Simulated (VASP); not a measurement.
A run of VASP 6.6.1:

The input INCAR:

```
SYSTEM = Rb2Ba
PREC     = Accurate       ! precision mode
ENCUT    = 520            ! plane-wave cutoff, eV
EDIFF    = 1E-7           ! SCF threshold, eV
ISMEAR   = 0              ! smearing method
SIGMA    = 0.1            ! smearing width, eV
LREAL    = .FALSE.        ! projectors in reciprocal space
LASPH    = .TRUE.         ! aspherical terms in the spheres
NELM     = 100            ! most SCF steps
ALGO     = Fast           ! electronic algorithm
ISIF     = 2              ! what is computed and relaxed
LWAVE    = .FALSE.        ! write WAVECAR
LCHARG   = .FALSE.        ! write CHGCAR
GGA      = RE             ! functional
NBANDS   = 21             ! bands
```

KPOINTS

```
Automatic mesh
0
G
  1 1 1
  0 0 0
```

File POSCAR:

```
Rb2Ba
1.0
    0.0000000000      5.5144300000      5.5144300000
    5.5144300000      0.0000000000      5.5144300000
    5.5144300000      5.5144300000      0.0000000000
Rb Ba
2 1
Direct
    0.7500000000      0.7500000000      0.7500000000
    0.5000000000      0.5000000000      0.5000000000
    0.0000000000      0.0000000000      0.0000000000
```

Potentials or basis: VASP PAW PBE potentials, release 64 (Rb_sv, Ba_sv).

Run with:

```sh
$ cat potpaw_PBE.64/Rb_sv/POTCAR potpaw_PBE.64/Ba_sv/POTCAR > POTCAR
$ mpirun -np 1 vasp_gam > vasp.out
```

Hardware: 1 thread of Intel(R) Xeon(R) 6975P-C (Granite Rapids) (shared host).

Q: How long does it take, and how much memory?

A: Run time: 35 s on 1 thread of Intel(R) Xeon(R) 6975P-C (Granite Rapids) (shared host), peak memory 0.45 GiB. Counts: scf iterations 35, k points 1.
